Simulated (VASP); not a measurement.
# Pb (Fm-3m) in VASP: notebook

Aim: see how the results for Pb move with the level of theory and the settings. Levels: revPBE+D4, BLYP, PBE exchange alone, r2SCAN+D3(BJ). Tasks: single point.

Program: VASP 6.6.1. These are calculated values, not measurements. Logs are shortened: lines on timing, memory, paths and dates and some standing lists are left out, and cuts for length are marked.

## 1. The cell of the first run

It takes space group Fm-3m (No. 225, cubic). Conventional cell: a = 5.047 Å, b = 5.047 Å, c = 5.047 Å, α = 90.00°, β = 90.00°, γ = 90.00°. Pb (site symmetry m-3m) has 12 Pb at 3.57 Å within 4.7 Å.

## 2. Single point, revPBE+D4

File INCAR:

```
SYSTEM = Pb
PREC = Accurate
ENCUT = 520
EDIFF = 1E-6
ISMEAR = -1
SIGMA = 0.05
LREAL = .FALSE.
LASPH = .TRUE.
NELM = 60
ALGO = Fast
ISIF = 2
LWAVE = .FALSE.
LCHARG = .FALSE.
GGA = RE
IVDW = 13
NBANDS = 13
```

File KPOINTS:

```
regular mesh
0
G
  9 9 9
  0 0 0
```

File POSCAR:

```
Pb
1.0
    0.0000000000      2.5235621278      2.5235621278
    2.5235621278      0.0000000000      2.5235621278
    2.5235621278      2.5235621278      0.0000000000
Pb
1
Direct
    0.0000000000      0.0000000000      0.0000000000
```

Potentials or basis: VASP PAW PBE potentials, release 64 (Pb_d).

Command:

```bash
> cat potpaw_PBE.64/Pb_d/POTCAR > POTCAR
> mpirun -np 1 vasp_std > vasp.out
```

OUTCAR:

```text
SYSTEM = Pb
   PREC = Accurate
   ENCUT = 520
   EDIFF = 1E-6
   ISMEAR = -1
   LREAL = .FALSE.
   LASPH = .TRUE.
   NELM = 60
   ISIF = 2
   GGA = RE
   IVDW = 13

 ion  position               nearest neighbor table
   1  0.000  0.000  0.000-

  LATTYP: Found a face centered cubic cell.
 ALAT       =     5.0471242556

  Lattice vectors:

 A1 = (   0.0000000000,   2.5235621278,   2.5235621278)
 A2 = (   2.5235621278,   0.0000000000,   2.5235621278)
 A3 = (   2.5235621278,   2.5235621278,   0.0000000000)

Analysis of symmetry for initial positions (statically):
[... 5 lines left out ...]
 face centered cubic supercell.

 Subroutine GETGRP returns: Found 48 space group operations
 (whereof 48 operations were pure point group operations)
 out of a pool of 48 trial point group operations.

The static configuration has the point symmetry O_h .

Analysis of symmetry for dynamics (positions and initial velocities):
[... 5 lines left out ...]
 face centered cubic supercell.

 Subroutine GETGRP returns: Found 48 space group operations
 (whereof 48 operations were pure point group operations)
 out of a pool of 48 trial point group operations.

The dynamic configuration has the point symmetry O_h .

 Subroutine INISYM returns: Found 48 space group operations
 (whereof 48 operations are pure point group operations),
 and found     1 'primitive' translations

----------------------------------------------------------------------------------------

                                     Primitive cell

  volume of cell :      32.1419

  direct lattice vectors                    reciprocal lattice vectors
     0.000000000  2.523562128  2.523562128    -0.198132629  0.198132629  0.198132629
     2.523562128  0.000000000  2.523562128     0.198132629 -0.198132629  0.198132629
     2.523562128  2.523562128  0.000000000     0.198132629  0.198132629 -0.198132629

  length of vectors
     3.568855787  3.568855787  3.568855787     0.343175781  0.343175781  0.343175781

  position of ions in fractional coordinates (direct lattice)
     0.000000000  0.000000000  0.000000000

  ion indices of the primitive-cell ions
   primitive index   ion index
                 1           1

----------------------------------------------------------------------------------------

 KPOINTS: regular mesh

Automatic generation of k-mesh.
 Grid dimensions read from file:
 generate k-points for:    9    9    9

 Generating k-lattice:

  Cartesian coordinates                     Fractional coordinates (reciprocal lattice)
    -0.022014737  0.022014737  0.022014737     0.111111111  0.000000000  0.000000000
     0.022014737 -0.022014737  0.022014737     0.000000000  0.111111111  0.000000000
     0.022014737  0.022014737 -0.022014737     0.000000000  0.000000000  0.111111111

  Length of vectors
     0.038130642  0.038130642  0.038130642

  Shift w.r.t. Gamma in fractional coordinates (k-lattice)
     0.000000000  0.000000000  0.000000000

 Subroutine IBZKPT returns following result:
 ===========================================

 Found     35 irreducible k-points:

 Following reciprocal coordinates:
            Coordinates               Weight
  0.000000  0.000000  0.000000      1.000000
  0.111111  0.000000  0.000000      8.000000
  0.222222  0.000000  0.000000      8.000000
  0.333333  0.000000  0.000000      8.000000
  0.444444  0.000000  0.000000      8.000000
  0.111111  0.111111  0.000000      6.000000
[... 16 lines left out ...]
 -0.333333  0.333333  0.000000     12.000000
  0.444444  0.444444  0.000000      6.000000
 [... further k-points ...]
   k-points           NKPTS =     35   k-points in BZ     NKDIM =     35   number of bands    NBANDS=     13
   number of dos      NEDOS =    301   number of ions     NIONS =      1
   total plane-waves  NPLWV =  21952
   dimension x,y,z NGX =    28 NGY =   28 NGZ =   28
   dimension x,y,z NGXF=    56 NGYF=   56 NGZF=   56
   ions per type =               1
   NGX,Y,Z   is equivalent  to a cutoff of  13.04, 13.04, 13.04 a.u.
   NGXF,Y,Z  is equivalent  to a cutoff of  26.09, 26.09, 26.09 a.u.
 SYSTEM =  Pb
   PREC   = accura    normal or accurate (medium, high low for compatibility)
   ISTART =      0    job   : 0-new  1-cont  2-samecut
   ICHARG =      2    charge: 1-file 2-atom 10-const
   ISPIN  =      1    spin polarized calculation?
   LNONCOLLINEAR =      F non collinear calculations
   LSORBIT =      F    spin-orbit coupling
   LASPH  =      T    aspherical Exc in radial PAW
   ENCUT  =  520.0 eV  38.22 Ry    6.18 a.u.   6.64  6.64  6.64*2*pi/ulx,y,z
   NELM   =     60;   NELMIN=  2; NELMDL= -5     # of ELM steps
   EDIFF  = 0.1E-05   stopping-criterion for ELM
   LREAL  =      F    real-space projection
   EDIFFG = 0.1E-04   stopping-criterion for IOM
   NSW    =      0    number of steps for IOM
   IBRION =     -1    ionic relax: 0-MD 1-quasi-New 2-CG
   NFREE  =      0    steps in history (QN), initial steepest desc. (CG)
   ISIF   =      2    stress and relaxation
   ISYM   =      2    0-nonsym 1-usesym 2-fastsym
   POTIM  = 0.5000    time-step for ionic-motion
   TEBEG  =    0.0;   TEEND  =   0.0 temperature during run
   PSTRESS=    0.0 pullay stress
   NELECT =      14.0000    total number of electrons
   NUPDOWN=      -1.0000    fix difference up-down
   EMIN   =  10.00;   EMAX   =-10.00  energy-range for DOS
   EFERMI =   0.00;   METHOD = LEGACY
   ISMEAR =    -1;   SIGMA  =   0.05  broadening in eV -4-tet -1-fermi 0-gaus
   EFERMI_NEDOS =   21; number of points for ismear=-14 and -15
   IALGO  =     68    algorithm
   IMIX   =      4    mixing-type and parameters
     AMIX     =   0.40;   BMIX     =  1.00
     AMIX_MAG =   1.60;   BMIX_MAG =  1.00
  volume/ion in A,a.u.               =      32.14       216.90
  Fermi-wavevector in a.u.,A,eV,Ry     =   1.240967  2.345087 20.952954  1.539999
  Thomas-Fermi vector in A             =   2.375385
   LORBIT       =      0    0 simple, 1 ext, 2 COOP (PROOUT), +10 PAW based schemes
   GGA     = RE    functional components
   LHFCALC =     F    Hartree Fock is set to
   AEXX    =    0.0000 exact exchange contribution
   IVDW    =    13    specifies the selected vdW correction
   LEPSILON=     F    determine dielectric tensor
   LRPA    =     F    only Hartree local field effects (RPA)
 non-spin polarized calculation
 RMM-DIIS sequential band-by-band and
  energy-cutoff  :      520.00
  volume of cell :       32.14
 maximum number of plane-waves:       893
   NGX = 13   NGY = 13   NGZ = 13

 number of electron      14.0000003 magnetization

 Free energy of the ion-electron system (eV)
  ---------------------------------------------------
  ext. energy  EPLUGINS =         0.00000000
  ---------------------------------------------------
  free energy    TOTEN  =        -3.25950173 eV

  energy without entropy =       -3.25617519  energy(sigma->0) =       -3.25783846

 E-fermi :   6.6170     XC(G=0):  -9.8363

 val. band max:        6.5991135778   @ k =   0.3333   0.3333   0.0000
 cond. band min:       6.6487551592   @ k =  -0.2222   0.3333   0.1111
 fundamental gap:      0.0496415813
 Fermi energy:         6.6169881650

 k-point     1 :       0.0000    0.0000    0.0000
  band No.  band energies     occupation
      1     -10.3509      2.00000
      2     -10.3509      2.00000
      3     -10.3509      2.00000
      4     -10.2353      2.00000
      5     -10.2353      2.00000
      6      -4.6286      2.00000
      7      13.7231      0.00000
      8      13.7231      0.00000
      9      13.7231      0.00000
     10      16.4337      0.00000
     11      17.3149      0.00000
     12      18.7951      0.00000
     13      18.7951      0.00000

 k-point     2 :       0.1111    0.0000    0.0000
  band No.  band energies     occupation
      1     -10.3509      2.00000
      2     -10.3372      2.00000
      3     -10.3372      2.00000
      4     -10.2352      2.00000
      5     -10.2352      2.00000
      6      -4.4053      2.00000
      7      11.4714      0.00000
      8      13.4590      0.00000
      9      13.4590      0.00000
     10      15.9407      0.00000
     11      18.4219      0.00000
     12      19.2630      0.00000
     13      19.2639      0.00000

 k-point     3 :       0.2222    0.0000    0.0000
  band No.  band energies     occupation
      1     -10.3533      2.00000
      2     -10.3210      2.00000
      3     -10.3210      2.00000
      4     -10.2158      2.00000
      5     -10.2158      2.00000
      6      -3.7406      2.00000
      7       8.1882      0.00000
      8      12.8996      0.00000
      9      12.8996      0.00000
     10      15.5033      0.00000
     11      18.3134      0.00000
     12      18.9707      0.00000
     13      18.9707      0.00000
[... 305 lines left out ...]
 k-point    23 :      -0.3333    0.3333    0.0000
  band No.  band energies     occupation
      1     -10.3938      2.00000
      2     -10.2618      2.00000
      3     -10.2231      2.00000
      4     -10.2072      2.00000
      5     -10.1535      2.00000
      6      -0.4428      2.00000
      7       5.0389      2.00000
      8       5.3168      2.00000
      9      10.2338      0.00000
     10      13.4603      0.00000
     11      20.0538      0.00000
     12      21.6714      0.00000
     13      21.8521      0.00000

 k-point    24 :       0.4444    0.4444    0.0000
  band No.  band energies     occupation
      1     -10.4804      2.00000
      2     -10.4013      2.00000
      3     -10.1350      2.00000
      4     -10.1015      2.00000
      5     -10.1015      2.00000
      6      -0.4207      2.00000
      7       4.1707      2.00000
      8       8.8279      0.00000
      9       8.8279      0.00000
     10      12.0334      0.00000
     11      13.2355      0.00000
     12      24.6584      0.00000
     13      26.0979      0.00000

 [... further k-points ...]

------------------------ aborting loop because EDIFF is reached ----------------------------------------

  DFT-D4 for vdW energy calculation

  Edisp (eV):   -0.56431

  FORCE on cell =-STRESS in cart. coord.  units (eV):
  Direction    XX          YY          ZZ          XY          YZ          ZX
  --------------------------------------------------------------------------------------
  -------------------------------------------------------------------------------------
  Total      -0.39862    -0.39862    -0.39862    -0.00000     0.00000    -0.00000
  in kB     -19.86987   -19.86987   -19.86987    -0.00000     0.00000    -0.00000
  external pressure =      -19.87 kB  Pullay stress =        0.00 kB

 VOLUME and BASIS-vectors are now :
 -----------------------------------------------------------------------------
  energy-cutoff  :      520.00
  volume of cell :       32.14
      direct lattice vectors                 reciprocal lattice vectors
     0.000000000  2.523562128  2.523562128    -0.198132629  0.198132629  0.198132629
     2.523562128  0.000000000  2.523562128     0.198132629 -0.198132629  0.198132629
     2.523562128  2.523562128  0.000000000     0.198132629  0.198132629 -0.198132629

 POSITION                                       TOTAL-FORCE (eV/Angst)
 -----------------------------------------------------------------------------------
      0.00000      0.00000      0.00000         0.000000     -0.000000      0.000000
 -----------------------------------------------------------------------------------
    total drift:                               -0.000000     -0.000000     -0.000000

  FREE ENERGIE OF THE ION-ELECTRON SYSTEM (eV)
  ---------------------------------------------------
  free  energy   TOTEN  =        -3.8238087653 eV

  energy  without entropy=       -3.8204822292  energy(sigma->0) =       -3.82214550
```

Wall time 16 s (1 thread of Intel Xeon Platinum 8488C (Sapphire Rapids), shared host); peak memory 0.15 GiB.

What came out:

- Free energy: -3.8238 eV
- Pressure: -2.0 GPa
- Band gap on the k mesh: zero (band 7 reaches 13.72 eV, above the bottom of band 8 at 5.32 eV)
- Dispersion energy per atom: -0.564 eV

Caveat: the PAW data sets were made with another functional, which shifts forces and pressure a little; spin-orbit coupling is left out, which moves the levels of the heavy elements; pairwise dispersion overbinds metals, which lowers pressure and volume.

## 3. Single point, BLYP

File INCAR:

```
PREC = Accurate ; ENCUT = 520
EDIFF = 1E-7 ; ISMEAR = -1
SIGMA = 0.05 ; LREAL = False
LASPH = True ; NELM = 80
ALGO = Normal ; ISIF = 2
LWAVE = False ; LCHARG = False
GGA = B5 ; ALDAX = 1.0
AGGAX = 1.0 ; AGGAC = 1.0
ALDAC = 0.0 ; NBANDS = 13
```

File KPOINTS:

```
Automatic mesh
0
Gamma
  9 9 9
```

POSCAR is that of step 2.

Potentials or basis: VASP PAW PBE potentials, release 64 (Pb_d).

Command:

```bash
> cat potpaw_PBE.64/Pb_d/POTCAR > POTCAR
> mpirun -np 1 vasp_std > vasp.out
```

OUTCAR:

```text
PREC = Accurate
   ENCUT = 520
   EDIFF = 1E-7
   ISMEAR = -1
   LREAL = False
   LASPH = True
   NELM = 80
   ISIF = 2
   GGA = B5

 ion  position               nearest neighbor table
   1  0.000  0.000  0.000-

  LATTYP: Found a face centered cubic cell.
 ALAT       =     5.0471242556

  Lattice vectors:

 A1 = (   0.0000000000,   2.5235621278,   2.5235621278)
 A2 = (   2.5235621278,   0.0000000000,   2.5235621278)
 A3 = (   2.5235621278,   2.5235621278,   0.0000000000)

Analysis of symmetry for initial positions (statically):
[... 5 lines left out ...]
 face centered cubic supercell.

 Subroutine GETGRP returns: Found 48 space group operations
 (whereof 48 operations were pure point group operations)
 out of a pool of 48 trial point group operations.

The static configuration has the point symmetry O_h .

Analysis of symmetry for dynamics (positions and initial velocities):
[... 5 lines left out ...]
 face centered cubic supercell.

 Subroutine GETGRP returns: Found 48 space group operations
 (whereof 48 operations were pure point group operations)
 out of a pool of 48 trial point group operations.

The dynamic configuration has the point symmetry O_h .

 Subroutine INISYM returns: Found 48 space group operations
 (whereof 48 operations are pure point group operations),
 and found     1 'primitive' translations

----------------------------------------------------------------------------------------

                                     Primitive cell

  volume of cell :      32.1419

  direct lattice vectors                    reciprocal lattice vectors
     0.000000000  2.523562128  2.523562128    -0.198132629  0.198132629  0.198132629
     2.523562128  0.000000000  2.523562128     0.198132629 -0.198132629  0.198132629
     2.523562128  2.523562128  0.000000000     0.198132629  0.198132629 -0.198132629

  length of vectors
     3.568855787  3.568855787  3.568855787     0.343175781  0.343175781  0.343175781

[... 95 lines left out ...]
   IALGO  =     38    algorithm
   IMIX   =      4    mixing-type and parameters
     AMIX     =   0.40;   BMIX     =  1.00
     AMIX_MAG =   1.60;   BMIX_MAG =  1.00
  volume/ion in A,a.u.               =      32.14       216.90
  Fermi-wavevector in a.u.,A,eV,Ry     =   1.240967  2.345087 20.952954  1.539999
  Thomas-Fermi vector in A             =   2.375385
   LORBIT       =      0    0 simple, 1 ext, 2 COOP (PROOUT), +10 PAW based schemes
   GGA     = B5    functional components
   LHFCALC =     F    Hartree Fock is set to
   AEXX    =    0.0000 exact exchange contribution
   IVDW    =     0    specifies the selected vdW correction
   LEPSILON=     F    determine dielectric tensor
   LRPA    =     F    only Hartree local field effects (RPA)
 non-spin polarized calculation
  energy-cutoff  :      520.00
  volume of cell :       32.14
 maximum number of plane-waves:       893
   NGX = 13   NGY = 13   NGZ = 13

 number of electron      14.0000003 magnetization

 Free energy of the ion-electron system (eV)
  ---------------------------------------------------
  ext. energy  EPLUGINS =         0.00000000
  ---------------------------------------------------
  free energy    TOTEN  =        -2.86497434 eV

  energy without entropy =       -2.86174134  energy(sigma->0) =       -2.86335784

 E-fermi :   7.0216     XC(G=0):  -9.3244

 val. band max:        6.9507875856   @ k =   0.3333   0.3333   0.0000
 cond. band min:       7.0632952662   @ k =  -0.2222   0.3333   0.1111
 fundamental gap:      0.1125076807
 Fermi energy:         7.0216341827

 k-point     1 :       0.0000    0.0000    0.0000
  band No.  band energies     occupation
      1      -9.9062      2.00000
      2      -9.9062      2.00000
      3      -9.9062      2.00000
      4      -9.7871      2.00000
      5      -9.7871      2.00000
      6      -4.2806      2.00000
      7      13.9095      0.00000
      8      13.9095      0.00000
      9      13.9095      0.00000
     10      17.1430      0.00000
     11      18.2002      0.00000
     12      19.3221      0.00000
     13      19.3221      0.00000
[... 354 lines left out ...]
  band No.  band energies     occupation
      1     -10.0365      2.00000
      2      -9.9545      2.00000
      3      -9.6842      2.00000
      4      -9.6508      2.00000
      5      -9.6508      2.00000
      6      -0.1608      2.00000
      7       4.5819      2.00000
      8       9.1404      0.00000
      9       9.1404      0.00000
     10      12.8281      0.00000
     11      13.9248      0.00000
     12      25.0080      0.00000
     13      26.4706      0.00000

 [... further k-points ...]
[... 5 lines left out ...]
  --------------------------------------------------------------------------------------
  -------------------------------------------------------------------------------------
  Total        0.5955331      0.5955331      0.5955331      0.0000000      0.0000000      0.0000000
  in kB       29.6855082     29.6855082     29.6855082      0.0000000      0.0000000      0.0000000
  external PRESSURE =      29.6855082 kB  Pullay stress =       0.0000000 kB

 VOLUME and BASIS-vectors are now :
 -----------------------------------------------------------------------------
  energy-cutoff  :      520.00
  volume of cell :       32.14
      direct lattice vectors                 reciprocal lattice vectors
     0.000000000  2.523562128  2.523562128    -0.198132629  0.198132629  0.198132629
     2.523562128  0.000000000  2.523562128     0.198132629 -0.198132629  0.198132629
     2.523562128  2.523562128  0.000000000     0.198132629  0.198132629 -0.198132629

 POSITION                                       TOTAL-FORCE (eV/Angst)
 -----------------------------------------------------------------------------------
      0.00000      0.00000      0.00000         0.000000      0.000000      0.000000
 -----------------------------------------------------------------------------------
    total drift:                               -0.000000     -0.000000     -0.000000

  FREE ENERGIE OF THE ION-ELECTRON SYSTEM (eV)
  ---------------------------------------------------
  free  energy   TOTEN  =        -2.8649743421 eV

  energy  without entropy=       -2.8617413428  energy(sigma->0) =       -2.86335784
```

OSZICAR:

```text
N       E                     dE             d eps       ncg     rms          rms(c)
DAV:   1     0.107743121447E+03    0.10774E+03   -0.70094E+03   925   0.125E+03
DAV:   2     0.252289591002E+01   -0.10522E+03   -0.10192E+03   940   0.309E+02
DAV:   3    -0.275376617725E+01   -0.52767E+01   -0.52645E+01  1143   0.742E+01
DAV:   4    -0.288537484255E+01   -0.13161E+00   -0.13159E+00  1137   0.126E+01
DAV:   5    -0.289141612517E+01   -0.60413E-02   -0.60412E-02  1291   0.247E+00    0.810E-01
DAV:   6    -0.286862976562E+01    0.22786E-01   -0.36264E-02  1180   0.353E+00    0.312E-01
DAV:   7    -0.286504831647E+01    0.35814E-02   -0.11970E-02  1200   0.187E+00    0.691E-02
DAV:   8    -0.286498257544E+01    0.65741E-04   -0.51413E-04  1171   0.334E-01    0.130E-02
DAV:   9    -0.286497638382E+01    0.61916E-05   -0.22816E-05  1202   0.763E-02    0.639E-03
DAV:  10    -0.286497430340E+01    0.20804E-05   -0.25493E-06  1080   0.149E-02    0.488E-04
DAV:  11    -0.286497434213E+01   -0.38738E-07   -0.68687E-08   850   0.259E-03
   1 F= -.28649743E+01 E0= -.28633578E+01  d E =-.323300E-02
```

Run time: 15 s. Hardware: 1 thread of Intel Xeon Platinum 8488C (Sapphire Rapids), shared host; peak memory 0.16 GiB.

Results:

| Quantity | Value |
| --- | --- |
| Free energy | -2.8650 eV |
| Pressure | 3.0 GPa |
| Band gap on the k mesh | zero (band 7 reaches 13.91 eV, above the bottom of band 8 at 5.74 eV) |

Caveat: the PAW data sets were made with another functional, which shifts forces and pressure a little; spin-orbit coupling is left out, which moves the levels of the heavy elements.

(Continued in part 2 of 2.)
